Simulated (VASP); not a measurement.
# Al2Au (Fm-3m) in VASP: further runs

The runs below take Al2Au through relaxation of cell and atoms, with PBEsol.

Program: VASP 6.6.1. These are calculated values, not measurements. Logs are shortened: lines on timing, memory, paths and dates and some standing lists are left out, and cuts for length are marked.

### 1 The cell of the first run

It takes space group Fm-3m (No. 225, cubic). The conventional cell has a = 6.000 Å, b = 6.000 Å, c = 6.000 Å, α = 90.00°, β = 90.00°, γ = 90.00°. Au (site symmetry m-3m) has 8 Al at 2.60 Å within 3.4 Å. Al (site symmetry -43m) has 4 Au at 2.60 Å and 6 Al at 3.00 Å within 3.4 Å.

### 2 Relaxation of cell and atoms, PBEsol, target pressure 5 GPa, at which the enthalpy is minimised

INCAR reads:

```
PREC = Accurate
ENCUT = 600
EDIFF = 1E-6
ISMEAR = -1
SIGMA = 0.05
LREAL = False
LASPH = True
NELM = 100
ALGO = Normal
ISIF = 3
LWAVE = False
LCHARG = False
GGA = PS
IBRION = 2
NSW = 60
EDIFFG = -0.01
PSTRESS = 50.0
```

KPOINTS reads:

```
Automatic mesh
0
Gamma
  8 8 8
```

POSCAR reads:

```
Al2Au
1.0
    0.0000000000      3.0000000000      3.0000000000
    3.0000000000      0.0000000000      3.0000000000
    3.0000000000      3.0000000000      0.0000000000
Au Al
1 2
Direct
    0.0000000000      0.0000000000      0.0000000000
    0.7500000000      0.7500000000      0.7500000000
    0.2500000000      0.2500000000      0.2500000000
```

Potentials or basis: VASP PAW PBE potentials, release 64 (Au, Al).

Run with:

```bash
cat potpaw_PBE.64/Au/POTCAR potpaw_PBE.64/Al/POTCAR > POTCAR
mpirun -np 1 vasp_std > vasp.out
```

OUTCAR:

```text
PREC = Accurate
   ENCUT = 600
   EDIFF = 1E-6
   ISMEAR = -1
   LREAL = False
   LASPH = True
   NELM = 100
   ISIF = 3
   GGA = PS
   IBRION = 2
   NSW = 60
   EDIFFG = -0.01
   PSTRESS = 50.0

 ion  position               nearest neighbor table
   1  0.000  0.000  0.000-   2 2.60   2 2.60   2 2.60   2 2.60   3 2.60   3 2.60   3 2.60   3 2.60

   2  0.750  0.750  0.750-   1 2.60   1 2.60   1 2.60   1 2.60   3 3.00   3 3.00   3 3.00   3 3.00
                             3 3.00   3 3.00
   3  0.250  0.250  0.250-   1 2.60   1 2.60   1 2.60   1 2.60   2 3.00   2 3.00   2 3.00   2 3.00
                             2 3.00   2 3.00

  LATTYP: Found a face centered cubic cell.
 ALAT       =     6.0000000000

  Lattice vectors:

 A1 = (   0.0000000000,   3.0000000000,   3.0000000000)
 A2 = (   3.0000000000,   0.0000000000,   3.0000000000)
 A3 = (   3.0000000000,   3.0000000000,   0.0000000000)

Analysis of symmetry for initial positions (statically):
=====================================================================
 Subroutine PRICEL returns:
 Original cell was already a primitive cell.

 Routine SETGRP: Setting up the symmetry group for a
 face centered cubic supercell.

 Subroutine GETGRP returns: Found 48 space group operations
 (whereof 48 operations were pure point group operations)
 out of a pool of 48 trial point group operations.

The static configuration has the point symmetry O_h .

Analysis of symmetry for dynamics (positions and initial velocities):
=====================================================================
 Subroutine PRICEL returns:
 Original cell was already a primitive cell.

 Routine SETGRP: Setting up the symmetry group for a
 face centered cubic supercell.

 Subroutine GETGRP returns: Found 48 space group operations
 (whereof 48 operations were pure point group operations)
 out of a pool of 48 trial point group operations.

The dynamic configuration has the point symmetry O_h .

 Subroutine INISYM returns: Found 48 space group operations
 (whereof 48 operations are pure point group operations),
 and found     1 'primitive' translations

----------------------------------------------------------------------------------------

                                     Primitive cell

  volume of cell :      54.0000

  direct lattice vectors                    reciprocal lattice vectors
     0.000000000  3.000000000  3.000000000    -0.166666667  0.166666667  0.166666667
     3.000000000  0.000000000  3.000000000     0.166666667 -0.166666667  0.166666667
     3.000000000  3.000000000  0.000000000     0.166666667  0.166666667 -0.166666667

  length of vectors
     4.242640687  4.242640687  4.242640687     0.288675135  0.288675135  0.288675135

  position of ions in fractional coordinates (direct lattice)
     0.000000000  0.000000000  0.000000000
     0.750000000  0.750000000  0.750000000
     0.250000000  0.250000000  0.250000000

  ion indices of the primitive-cell ions
   primitive index   ion index
                 1           1
                 2           2
                 3           3

----------------------------------------------------------------------------------------

 KPOINTS: Automatic mesh

Automatic generation of k-mesh.
 Grid dimensions read from file:
 generate k-points for:    8    8    8

 Generating k-lattice:

  Cartesian coordinates                     Fractional coordinates (reciprocal lattice)
    -0.020833333  0.020833333  0.020833333     0.125000000  0.000000000  0.000000000
     0.020833333 -0.020833333  0.020833333     0.000000000  0.125000000  0.000000000
     0.020833333  0.020833333 -0.020833333     0.000000000  0.000000000  0.125000000

  Length of vectors
     0.036084392  0.036084392  0.036084392

  Shift w.r.t. Gamma in fractional coordinates (k-lattice)
     0.000000000  0.000000000  0.000000000

 Subroutine IBZKPT returns following result:
 ===========================================

 Found     29 irreducible k-points:

 Following reciprocal coordinates:
            Coordinates               Weight
[... 41 lines left out ...]
  Thomas-Fermi vector in A             =   2.250266
   LORBIT       =      0    0 simple, 1 ext, 2 COOP (PROOUT), +10 PAW based schemes
   GGA     = PS    functional components
   LHFCALC =     F    Hartree Fock is set to
   AEXX    =    0.0000 exact exchange contribution
   IVDW    =     0    specifies the selected vdW correction
   LEPSILON=     F    determine dielectric tensor
   LRPA    =     F    only Hartree local field effects (RPA)
 conjugate gradient relaxation of ions
 non-spin polarized calculation
  energy-cutoff  :      600.00
  volume of cell :       54.00
 maximum number of plane-waves:      1826
 NGX is ok and might be reduce to    36
   NGX = 17   NGY = 17   NGZ = 17

--------------------------------------- Ionic step        1  -------------------------------------------

 number of electron      17.0000001 magnetization

 Free energy of the ion-electron system (eV)
  ---------------------------------------------------
  ext. energy  EPLUGINS =         0.00000000
  ---------------------------------------------------
  free energy    TOTEN  =       -13.48721196 eV

  energy without entropy =      -13.47866302  energy(sigma->0) =      -13.48293749

------------------------ aborting loop because EDIFF is reached ----------------------------------------

  FORCE on cell =-STRESS in cart. coord.  units (eV):
  Direction    XX          YY          ZZ          XY          YZ          ZX
  --------------------------------------------------------------------------------------
  -------------------------------------------------------------------------------------
  Total       -0.0252396     -0.0252396     -0.0252396      0.0000000     -0.0000000      0.0000000
  in kB       -0.7488584     -0.7488584     -0.7488584      0.0000000     -0.0000000      0.0000000
  external PRESSURE =     -50.7488584 kB  Pullay stress =      50.0000000 kB
[... 63 lines left out ...]
  enthalpy is  TOTEN    =       -11.7938020467 eV   P V=        1.5499391778

--------------------------------------- Ionic step        3  -------------------------------------------

 number of electron      17.0000000 magnetization

 Free energy of the ion-electron system (eV)
  ---------------------------------------------------
  ext. energy  EPLUGINS =         0.00000000
  ---------------------------------------------------
  free energy    TOTEN  =       -13.45617897 eV

  energy without entropy =      -13.44923800  energy(sigma->0) =      -13.45270848

 E-fermi :   8.1779     XC(G=0): -10.8153

 val. band max:        8.0751728697   @ k =   0.3750   0.1250   0.0000
 cond. band min:       8.2000549373   @ k =  -0.1250   0.1250   0.0000
 fundamental gap:      0.1248820676
 Fermi energy:         8.1778924286

 k-point     1 :       0.0000    0.0000    0.0000
  band No.  band energies     occupation
      1      -2.7001      2.00000
      2       1.3269      2.00000
      3       1.3269      2.00000
      4       1.3269      2.00000
      5       2.3310      2.00000
      6       2.3310      2.00000
      7      10.7260      0.00000
      8      11.0972      0.00000
      9      11.0972      0.00000
     10      11.0972      0.00000
     11      12.2748      0.00000
     12      12.2748      0.00000
[... 331 lines left out ...]
 k-point    24 :      -0.3750    0.2500    0.1250
  band No.  band energies     occupation
      1      -0.0524      2.00000
      2       1.0877      2.00000
      3       1.6786      2.00000
      4       1.8268      2.00000
      5       2.2604      2.00000
      6       2.5340      2.00000
      7       3.1120      2.00000
      8       6.0608      2.00000
      9       7.3014      2.00000
     10      11.1684      0.00000
     11      12.2162      0.00000
     12      14.2080      0.00000

 [... further k-points ...]

------------------------ aborting loop because EDIFF is reached ----------------------------------------

  FORCE on cell =-STRESS in cart. coord.  units (eV):
  Direction    XX          YY          ZZ          XY          YZ          ZX
  --------------------------------------------------------------------------------------
  -------------------------------------------------------------------------------------
  Total        1.6021039      1.6021039      1.6021039     -0.0000000     -0.0000000      0.0000000
  in kB       49.4833503     49.4833503     49.4833503     -0.0000000     -0.0000000      0.0000000
  external PRESSURE =      -0.5166497 kB  Pullay stress =      50.0000000 kB
[... 18 lines left out ...]
  FREE ENERGIE OF THE ION-ELECTRON SYSTEM (eV)
  ---------------------------------------------------
  free  energy   TOTEN  =       -13.4561789658 eV

  energy  without entropy=      -13.4492380016  energy(sigma->0) =      -13.45270848

  enthalpy is  TOTEN    =       -11.8373477036 eV   P V=        1.6188312622

 reached required accuracy - stopping structural energy minimisation
```

It took 70 s on 1 thread of AMD EPYC 9R45 (Zen 5), shared host; peak memory 0.19 GiB.

What came out:

```yaml
Free_energy: -13.4562 eV
Relaxed_volume: 17.29 Å³/atom
Relaxed_cell: a = 4.186 Å, b = 4.186 Å, c = 4.186 Å, α = 60.00°, β = 60.00°, γ = 60.00°
Space_group_after_relaxing_to_0.1_Å: Fm-3m (No. 225)
Energy_change_on_relaxing_the_run_minimises_the_enthalpy: +10.3 meV/atom
Ionic_steps: 3
Pressure_after_relaxing: 4.9 GPa
Band_gap_on_the_k_mesh: zero (an odd number of electrons rules out a gap without spin polarisation)
```

Step by step:
```
step  energy change (eV)  largest force (eV/Å)  pressure (GPa)  volume (Å³)
   1              0.0000                0.0000           -0.07        54.00
   2              0.1435                0.0000           11.65        49.67
   3              0.0310                0.0000            4.95        51.87
```

Final structure:
```
Au Al
1.0
     0.00000    2.96008    2.96008
     2.96008    0.00000    2.96008
     2.96008    2.96008    0.00000
Au Al
1 2
Direct
  0.00000 0.00000 0.00000
  0.75000 0.75000 0.75000
  0.25000 0.25000 0.25000
```

Caveat: the cell is relaxed towards a set pressure, so the run minimises the enthalpy, not the energy; the PAW data sets were made with another functional, which shifts forces and pressure a little; spin-orbit coupling is left out, which moves the levels of the heavy elements.

### 3 Relaxation of cell and atoms, PBEsol, target pressure 10 GPa, at which the enthalpy is minimised

INCAR reads:

```
ALGO     = Normal         # electronic algorithm
EDIFF    = 1E-6           # SCF threshold, eV
EDIFFG   = -0.01          # ionic threshold
ENCUT    = 600            # plane-wave cutoff, eV
GGA      = PS             # functional
IBRION   = 2              # ionic algorithm
ISIF     = 3              # what is computed and relaxed
ISMEAR   = -1             # smearing method
LASPH    = True           # aspherical terms in the spheres
LCHARG   = False          # write CHGCAR
LREAL    = False          # projectors in reciprocal space
LWAVE    = False          # write WAVECAR
NELM     = 100            # most SCF steps
NSW      = 60             # ionic steps
PREC     = Accurate       # precision mode
PSTRESS  = 100.0        
SIGMA    = 0.05           # smearing width, eV
```

KPOINTS reads:

```
k-points
0
Gamma
  8 8 8
```

POSCAR is that of step 2.

Potentials or basis: VASP PAW PBE potentials, release 64 (Au, Al).

Run with:

```bash
cat potpaw_PBE.64/Au/POTCAR potpaw_PBE.64/Al/POTCAR > POTCAR
mpirun -np 1 vasp_std > vasp.out
```

Run time: 89 s. Hardware: 1 thread of AMD EPYC 9R45 (Zen 5), shared host; peak memory 0.19 GiB.

Results (log left out):

```
Free energy                                                : -13.3769 eV
Relaxed volume                                             : 16.72 Å³/atom
Relaxed cell                                               : a = 4.140 Å, b = 4.140 Å, c = 4.140 Å, α = 60.00°, β = 60.00°, γ = 60.00°
Space group after relaxing (to 0.1 Å)                      : Fm-3m (No. 225)
Energy change on relaxing (the run minimises the enthalpy) : +36.8 meV/atom
Ionic steps                                                : 4
Pressure after relaxing                                    : 10.0 GPa
Band gap on the k mesh                                     : zero (an odd number of electrons rules out a gap without spin polarisation)
```

Step by step:
| step | energy change (eV) | largest force (eV/Å) | pressure (GPa) | volume (Å³) |
| --- | --- | --- | --- | --- |
| 1 | 0.0000 | 0.0000 | -0.07 | 54.00 |
| 2 | 0.6351 | 0.0000 | 28.63 | 45.63 |
| 3 | 0.1054 | 0.0000 | 9.71 | 50.24 |
| 4 | 0.1103 | 0.0000 | 10.00 | 50.16 |

Final structure:
```
Au Al
1.0
     0.00000    2.92710    2.92710
     2.92710    0.00000    2.92710
     2.92710    2.92710    0.00000
Au Al
1 2
Direct
  0.00000 0.00000 0.00000
  0.75000 0.75000 0.75000
  0.25000 0.25000 0.25000
```

Levels at points of the mesh, in eV from the Fermi level:
| k point | band 6 | band 7 | band 8 | band 9 | band 10 | band 11 | band 12 |
| --- | --- | --- | --- | --- | --- | --- | --- |
| (0.00, 0.00, 0.00) | -6.03 | 2.78 | 2.91 | 2.91 | 2.91 | 4.24 | 4.24 |
| (0.50, 0.00, 0.00) | -5.88 | -5.79 | 0.28 | 0.28 | 3.35 | 4.02 | 4.02 |
| (0.50, 0.50, 0.00) | -5.67 | -5.33 | -2.33 | -2.33 | 1.70 | 2.04 | 7.65 |

Caveat: the cell is relaxed towards a set pressure, so the run minimises the enthalpy, not the energy; the PAW data sets were made with another functional, which shifts forces and pressure a little; spin-orbit coupling is left out, which moves the levels of the heavy elements.

### 4 Relaxation of cell and atoms, PBEsol, target pressure 20 GPa, at which the enthalpy is minimised

INCAR reads:

```
SYSTEM = Al2Au
ALGO = Normal ; EDIFF = 1E-7
EDIFFG = -0.01 ; ENCUT = 600
GGA = PS ; IBRION = 2
ISIF = 3 ; ISMEAR = -1
LASPH = .True. ; LCHARG = .False.
LREAL = .False. ; LWAVE = .False.
NELM = 80 ; NSW = 60
PREC = Accurate ; PSTRESS = 200.0
SIGMA = 0.05
```

KPOINTS reads:

```
k-points
0
Gamma
  8 8 8
  0 0 0
```

POSCAR is that of step 3.

Run with:

```bash
cat potpaw_PBE.64/Au/POTCAR potpaw_PBE.64/Al/POTCAR > POTCAR
mpirun -np 1 vasp_std > vasp.out
```

Wall time 2.2 min (1 thread of AMD EPYC 9R45 (Zen 5), shared host); peak memory 0.19 GiB.

It converged, with:

| Quantity | Value |
| --- | --- |
| Free energy | -13.1283 eV |
| Relaxed volume | 15.82 Å³/atom |
| Relaxed cell | a = 4.064 Å, b = 4.064 Å, c = 4.064 Å, α = 60.00°, β = 60.00°, γ = 60.00° |
| Space group after relaxing (to 0.1 Å) | Fm-3m (No. 225) |
| Energy change on relaxing (the run minimises the enthalpy) | +119.6 meV/atom |
| Ionic steps | 7 |
| Pressure after relaxing | 20.0 GPa |
| Band gap on the k mesh | zero (an odd number of electrons rules out a gap without spin polarisation) |

Step by step:
```tsv
step	energy change (eV)	largest force (eV/Å)	pressure (GPa)	volume (Å³)
1	0.0000	0.0000	-0.08	54.00
2	3.1311	0.0000	87.16	38.22
3	0.3102	0.0000	18.31	47.87
4	0.3477	0.0000	19.63	47.55
5	0.3630	0.0000	20.15	47.43
6	0.3520	0.0000	19.77	47.51
7	0.3589	0.0000	20.01	47.46
```

Final structure:
```
Au Al
1.0
     0.00000    2.87363    2.87363
     2.87363    0.00000    2.87363
     2.87363    2.87363    0.00000
Au Al
1 2
Cartesian
  0.0000 0.0000 0.0000
  4.3104 4.3104 4.3104
  1.4368 1.4368 1.4368
```

Levels at points of the mesh, in eV from the Fermi level:
```
           k point  band 5  band 6  band 7  band 8  band 9  band 10  band 11  band 12
(0.00, 0.00, 0.00)   -6.34   -6.34    2.88    2.88    2.88     3.16     4.48     4.48
(0.50, 0.00, 0.00)   -6.18   -6.18   -6.05    0.21    0.21     3.40     4.18     4.18
(0.50, 0.50, 0.00)   -6.47   -5.94   -5.56   -2.50   -2.50     2.01     2.03     7.62
```

Caveat: the cell is relaxed towards a set pressure, so the run minimises the enthalpy, not the energy; the PAW data sets were made with another functional, which shifts forces and pressure a little; spin-orbit coupling is left out, which moves the levels of the heavy elements.

### 5 Relaxation of cell and atoms, PBEsol, target pressure 30 GPa, at which the enthalpy is minimised

INCAR reads:

```
ALGO = Normal ; EDIFF = 1E-6
EDIFFG = -0.01 ; ENCUT = 600
GGA = PS ; IBRION = 2
ISIF = 3 ; ISMEAR = -1
LASPH = T ; LCHARG = F
LREAL = F ; LWAVE = F
NELM = 80 ; NSW = 60
PREC = Accurate ; PSTRESS = 300.0
SIGMA = 0.05
```

KPOINTS reads:

```
k-points
0
Gamma
  8 8 8
```

POSCAR is that of step 4.

Run with:

```bash
cat potpaw_PBE.64/Au/POTCAR potpaw_PBE.64/Al/POTCAR > POTCAR
mpirun -np 1 vasp_std > vasp.out
```

It took 93 s on 1 thread of AMD EPYC 9R45 (Zen 5), shared host; peak memory 0.19 GiB.

It converged, with:

```
Free energy                                                : -12.8034 eV
Relaxed volume                                             : 15.12 Å³/atom
Relaxed cell                                               : a = 4.003 Å, b = 4.003 Å, c = 4.003 Å, α = 60.00°, β = 60.00°, γ = 60.00°
Space group after relaxing (to 0.1 Å)                      : Fm-3m (No. 225)
Energy change on relaxing (the run minimises the enthalpy) : +227.9 meV/atom
Ionic steps                                                : 5
Pressure after relaxing                                    : 30.0 GPa
Band gap on the k mesh                                     : zero (an odd number of electrons rules out a gap without spin polarisation)
```

Step by step:
```tsv
step	energy change (eV)	largest force (eV/Å)	pressure (GPa)	volume (Å³)
1	0.0000	0.0000	-0.07	54.00
2	8.7362	0.0000	201.72	31.66
3	0.5146	0.0000	25.03	46.35
4	0.6262	0.0000	28.36	45.68
5	0.6838	0.0000	30.01	45.36
```

Final structure:
```cif
data_structure
_symmetry_space_group_name_H-M 'P 1'
_symmetry_Int_Tables_number 1
_cell_length_a 4.0032
_cell_length_b 4.0032
_cell_length_c 4.0032
_cell_angle_alpha 60.000
_cell_angle_beta 60.000
_cell_angle_gamma 60.000
_cell_volume 45.36
loop_
_atom_site_label
_atom_site_type_symbol
_atom_site_fract_x
_atom_site_fract_y
_atom_site_fract_z
_atom_site_occupancy
Au1 Au 0.00000 0.00000 0.00000 1
Al1 Al 0.75000 0.75000 0.75000 1
Al2 Al 0.25000 0.25000 0.25000 1
```

Levels at points of the mesh, in eV from the Fermi level:
| k point | band 5 | band 6 | band 7 | band 8 | band 9 | band 10 | band 11 | band 12 |
| --- | --- | --- | --- | --- | --- | --- | --- | --- |
| (0.00, 0.00, 0.00) | -6.61 | -6.61 | 2.85 | 2.85 | 2.85 | 3.49 | 4.68 | 4.68 |
| (0.50, 0.00, 0.00) | -6.43 | -6.43 | -6.28 | 0.16 | 0.16 | 3.43 | 4.31 | 4.31 |
| (0.50, 0.50, 0.00) | -6.73 | -6.17 | -5.76 | -2.65 | -2.65 | 2.02 | 2.28 | 7.57 |

Caveat: the cell is relaxed towards a set pressure, so the run minimises the enthalpy, not the energy; the volume moved by over 15 % at a fixed basis, so the end points are rough; the PAW data sets were made with another functional, which shifts forces and pressure a little; spin-orbit coupling is left out, which moves the levels of the heavy elements.

### 6 The runs side by side

| cell | gap on the mesh (eV) | pressure (GPa) |
| --- | --- | --- |
| relaxed to 5 GPa | none | 4.9 |
| relaxed to 10 GPa | none | 10.0 |
| relaxed to 20 GPa | none | 20.0 |
| relaxed to 30 GPa | none | 30.0 |

Alike in all rows: task relaxation of cell and atoms; level PBEsol; potentials or basis VASP PAW PBE potentials, release 64 (Au, Al); no spin polarisation; k mesh 8 × 8 × 8; cutoff (eV) 600; smearing fermi-dirac 0.05 eV.

Caveats: the cell is relaxed towards a set pressure, so the run minimises the enthalpy, not the energy; the PAW data sets were made with another functional, which shifts forces and pressure a little; spin-orbit coupling is left out, which moves the levels of the heavy elements; the volume moved by over 15 % at a fixed basis, so the end points are rough (at least some runs).

Total energies depend on the potentials used, so only differences within one code and one set of settings carry meaning.
